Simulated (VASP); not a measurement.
# BeTe (F-43m) in VASP: notebook, part 2 of 3

VASP 6.6.1. Earlier steps stand in the parts before.

**3. Single point, PBEsol**

This run uses another cell than the first one, of 21.35 Å³/atom, 1.067 times its volume.

Contents of INCAR:

```
ALGO = Normal
EDIFF = 1E-6
ENCUT = 520
GGA = PS
ISIF = 2
ISMEAR = 0
LASPH = True
LCHARG = False
LREAL = False
LWAVE = False
NBANDS = 11
NELM = 100
PREC = Accurate
SIGMA = 0.01
```

Contents of KPOINTS:

```
k-points
0
Gamma
  8 8 8
```

Contents of POSCAR:

```
BeTe
1.0
    2.7740587280      2.7740587280      0.0000000000
   -2.7740587280      2.7740587280      0.0000000000
    0.0000000000      2.7740587280      2.7740587280
Be Te
1 1
Direct
    0.0000000000      0.0000000000      0.0000000000
    0.7500000000      0.2500000000      0.5000000000
```

Potentials or basis: VASP PAW PBE potentials, release 64 (Be, Te).

Launch:

```bash
cat potpaw_PBE.64/Be/POTCAR potpaw_PBE.64/Te/POTCAR > POTCAR
mpirun -np 1 vasp_std > vasp.out
```

Wall time 24 s (1 thread of Intel Xeon 8259CL, shared host); peak memory 0.17 GiB.

The run converged. Its results:

```
Free energy            : -8.2058 eV
Pressure               : 2.2 GPa
Band gap on the k mesh : 1.74 eV, indirect (least direct gap 3.56 eV)
```

Levels at points of the mesh, in eV from the valence-band top:
```tsv
k point	band 1	band 2	band 3	band 4	band 5	band 6	band 7	band 8
(0.00, 0.00, 0.00)	-12.64	0.00	0.00	0.00	3.56	3.56	3.56	4.06
(0.50, 0.00, 0.00)	-11.17	-5.87	-1.21	-1.21	3.16	4.53	4.53	7.64
(0.50, 0.50, 0.00)	-10.64	-5.38	-2.83	-2.83	1.74	2.55	9.99	9.99
```

Caveat: the PAW data sets were made with another functional, which shifts forces and pressure a little; spin-orbit coupling is left out, which moves the levels of the heavy elements.

**4. Single point, PBEsol**

This run uses another cell than the first one, of 22.82 Å³/atom, 1.141 times its volume.

Contents of INCAR:

```
SYSTEM = BeTe
PREC = Accurate ; ENCUT = 520
EDIFF = 1E-7 ; ISMEAR = 0
SIGMA = 0.01 ; LREAL = .FALSE.
LASPH = .TRUE. ; NELM = 100
ALGO = Normal ; ISIF = 2
LWAVE = .FALSE. ; LCHARG = .TRUE.
GGA = PS ; LELF = .TRUE.
LVHAR = .TRUE. ; NBANDS = 11
```

Contents of KPOINTS:

```
Automatic mesh
0
G
  8 8 8
  0 0 0
```

Contents of POSCAR:

```
BeTe
1.0
    2.8362591507      2.8362591507      0.0000000000
   -2.8362591507      2.8362591507      0.0000000000
    0.0000000000      2.8362591507      2.8362591507
Be Te
1 1
Direct
    0.0000000000      0.0000000000      0.0000000000
    0.7500000000      0.2500000000      0.5000000000
```

Potentials or basis: VASP PAW PBE potentials, release 64 (Be, Te).

Launch:

```bash
cat potpaw_PBE.64/Be/POTCAR potpaw_PBE.64/Te/POTCAR > POTCAR
mpirun -np 1 vasp_std > vasp.out
```

OUTCAR:

```text
SYSTEM = BeTe
   PREC = Accurate
   ENCUT = 520
   EDIFF = 1E-7
   ISMEAR = 0
   LREAL = .FALSE.
   LASPH = .TRUE.
   NELM = 100
   ISIF = 2
   GGA = PS

 ion  position               nearest neighbor table
   1  0.000  0.000  0.000-   2 2.46   2 2.46   2 2.46   2 2.46
   2  0.750  0.250  0.500-   1 2.46   1 2.46   1 2.46   1 2.46

  LATTYP: Found a face centered cubic cell.
 ALAT       =     5.6725183014

  Lattice vectors:

 A1 = (   0.0000000000,   2.8362591507,   2.8362591507)
 A2 = (   2.8362591507,   0.0000000000,   2.8362591507)
 A3 = (   2.8362591507,   2.8362591507,   0.0000000000)

Analysis of symmetry for initial positions (statically):
[... 5 lines left out ...]
 face centered cubic supercell.

 Subroutine GETGRP returns: Found 24 space group operations
 (whereof 24 operations were pure point group operations)
 out of a pool of 48 trial point group operations.

The static configuration has the point symmetry T_d .

Analysis of symmetry for dynamics (positions and initial velocities):
[... 5 lines left out ...]
 face centered cubic supercell.

 Subroutine GETGRP returns: Found 24 space group operations
 (whereof 24 operations were pure point group operations)
 out of a pool of 48 trial point group operations.

The dynamic configuration has the point symmetry T_d .

 Subroutine INISYM returns: Found 24 space group operations
 (whereof 24 operations are pure point group operations),
 and found     1 'primitive' translations

----------------------------------------------------------------------------------------

                                     Primitive cell

  volume of cell :      45.6318

  direct lattice vectors                    reciprocal lattice vectors
     2.836259151  2.836259151  0.000000000     0.176288545  0.176288545 -0.176288545
    -2.836259151  2.836259151  0.000000000    -0.176288545  0.176288545 -0.176288545
     0.000000000  2.836259151  2.836259151     0.000000000  0.000000000  0.352577091

  length of vectors
     4.011076157  4.011076157  4.011076157     0.305340717  0.305340717  0.352577091

  position of ions in fractional coordinates (direct lattice)
[... 101 lines left out ...]
  Fermi-wavevector in a.u.,A,eV,Ry     =   0.916253  1.731468 11.422366  0.839520
  Thomas-Fermi vector in A             =   2.041088
   LORBIT       =      0    0 simple, 1 ext, 2 COOP (PROOUT), +10 PAW based schemes
   GGA     = PS    functional components
   LHFCALC =     F    Hartree Fock is set to
   AEXX    =    0.0000 exact exchange contribution
   IVDW    =     0    specifies the selected vdW correction
   LEPSILON=     F    determine dielectric tensor
   LRPA    =     F    only Hartree local field effects (RPA)
 non-spin polarized calculation
 Gauss-broadening in eV      SIGMA  =   0.01
  energy-cutoff  :      520.00
  volume of cell :       45.63
 maximum number of plane-waves:      1249
 NGX is ok and might be reduce to    30
   NGX = 15   NGY = 15   NGZ = 15

 number of electron       8.0000001 magnetization

 Free energy of the ion-electron system (eV)
  ---------------------------------------------------
  ext. energy  EPLUGINS =         0.00000000
  ---------------------------------------------------
  free energy    TOTEN  =        -8.20767725 eV

  energy without entropy =       -8.20767725  energy(sigma->0) =       -8.20767725

 E-fermi :   4.8631     XC(G=0):  -9.1164

 val. band max:        4.7659705218   @ k =   0.0000   0.0000   0.0000
 cond. band min:       6.6715285073   @ k =   0.5000   0.5000   0.0000
 fundamental gap:      1.9055579855
 Fermi energy:         4.8630849405

 k-point     1 :       0.0000    0.0000    0.0000
  band No.  band energies     occupation
      1      -7.4264      2.00000
      2       4.7660      2.00000
      3       4.7660      2.00000
      4       4.7660      2.00000
      5       8.3445      0.00000
      6       8.3828      0.00000
      7       8.3828      0.00000
      8       8.3828      0.00000
      9      12.9206      0.00000
     10      14.9604      0.00000
     11      14.9604      0.00000
[... 309 lines left out ...]
 k-point    24 :       0.5000    0.2500    0.1250
  band No.  band energies     occupation
      1      -5.9003      2.00000
      2      -0.2567      2.00000
      3       1.9284      2.00000
      4       2.9104      2.00000
      5       8.8958      0.00000
      6       9.0918      0.00000
      7      11.3540      0.00000
      8      12.4083      0.00000
      9      13.1410      0.00000
     10      16.2216      0.00000
     11      16.4957      0.00000

 [... further k-points ...]
[... 5 lines left out ...]
  --------------------------------------------------------------------------------------
  -------------------------------------------------------------------------------------
  Total       -0.5145805     -0.5145805     -0.5145805     -0.0000000     -0.0000000      0.0000000
  in kB      -18.0674218    -18.0674218    -18.0674218     -0.0000000     -0.0000000      0.0000000
  external PRESSURE =     -18.0674218 kB  Pullay stress =       0.0000000 kB

 VOLUME and BASIS-vectors are now :
 -----------------------------------------------------------------------------
  energy-cutoff  :      520.00
  volume of cell :       45.63
      direct lattice vectors                 reciprocal lattice vectors
     2.836259151  2.836259151  0.000000000     0.176288545  0.176288545 -0.176288545
    -2.836259151  2.836259151  0.000000000    -0.176288545  0.176288545 -0.176288545
     0.000000000  2.836259151  2.836259151     0.000000000  0.000000000  0.352577091

 POSITION                                       TOTAL-FORCE (eV/Angst)
 -----------------------------------------------------------------------------------
      0.00000      0.00000      0.00000         0.000000      0.000000      0.000000
      1.41813      4.25439      1.41813        -0.000000     -0.000000      0.000000
 -----------------------------------------------------------------------------------
    total drift:                               -0.000000      0.000000      0.000000

  FREE ENERGIE OF THE ION-ELECTRON SYSTEM (eV)
  ---------------------------------------------------
  free  energy   TOTEN  =        -8.2076772491 eV

  energy  without entropy=       -8.2076772491  energy(sigma->0) =       -8.20767725
```

OSZICAR:

```text
N       E                     dE             d eps       ncg     rms          rms(c)
DAV:   1     0.173162066560E+02    0.17316E+02   -0.31504E+03   638   0.572E+02
DAV:   2    -0.725931563465E+01   -0.24576E+02   -0.23683E+02   839   0.899E+01
DAV:   3    -0.831602399946E+01   -0.10567E+01   -0.10549E+01   831   0.199E+01
DAV:   4    -0.832820356593E+01   -0.12180E-01   -0.12178E-01   750   0.242E+00
DAV:   5    -0.832845289861E+01   -0.24933E-03   -0.24933E-03   830   0.339E-01    0.382E+00
DAV:   6    -0.824026709933E+01    0.88186E-01   -0.76796E-02   728   0.108E+00    0.230E+00
DAV:   7    -0.820738398623E+01    0.32883E-01   -0.85753E-02   734   0.124E+00    0.353E-01
DAV:   8    -0.820755176682E+01   -0.16778E-03   -0.43225E-03   710   0.371E-01    0.811E-02
DAV:   9    -0.820766057377E+01   -0.10881E-03   -0.15885E-04   799   0.788E-02    0.227E-02
DAV:  10    -0.820767603046E+01   -0.15457E-04   -0.28572E-05   711   0.257E-02    0.111E-02
DAV:  11    -0.820767651719E+01   -0.48673E-06   -0.82160E-07   835   0.560E-03    0.743E-03
DAV:  12    -0.820767721560E+01   -0.69841E-06   -0.12056E-06   707   0.632E-03    0.285E-03
DAV:  13    -0.820767724910E+01   -0.33498E-07   -0.26256E-08   606   0.789E-04
   1 F= -.82076772E+01 E0= -.82076772E+01  d E =-.363110E-45
```

stdout:

```text
POSCAR found type information on POSCAR BeTe
 POSCAR found :  2 types and       2 ions
 scaLAPACK will be used
 -----------------------------------------------------------------------------
|                                                                             |
|                                                                             |
|     You enforced a specific xc type in the INCAR file but a different       |
|     I HOPE YOU KNOW WHAT YOU ARE DOING!                                     |
|                                                                             |
 -----------------------------------------------------------------------------

 LDA part: xc-table for (Slater+PW92), standard interpolation
 POSCAR, INCAR and KPOINTS ok, starting setup
 FFT: planning ... GRIDC
 FFT: planning ... GRID_SOFT
 FFT: planning ... GRID
 WAVECAR not read
 entering main loop
```

Wall time 34 s (1 thread of Intel Xeon 8259CL, shared host); peak memory 0.17 GiB.

Results:

```
Free energy            : -8.2077 eV
Pressure               : -1.8 GPa
Band gap on the k mesh : 1.91 eV, indirect (least direct gap 3.58 eV)
```

Levels at points of the mesh, in eV from the valence-band top:
```csv
k point,band 1,band 2,band 3,band 4,band 5,band 6,band 7,band 8
"(0.00, 0.00, 0.00)",-12.19,0.00,0.00,0.00,3.58,3.62,3.62,3.62
"(0.50, 0.00, 0.00)",-10.90,-5.44,-1.10,-1.10,2.98,4.56,4.56,7.67
"(0.50, 0.50, 0.00)",-10.43,-5.02,-2.58,-2.58,1.91,2.64,9.57,9.57
```

Caveat: the PAW data sets were made with another functional, which shifts forces and pressure a little; spin-orbit coupling is left out, which moves the levels of the heavy elements. A k mesh can miss the band edges.

(Continued in part 3 of 3.)
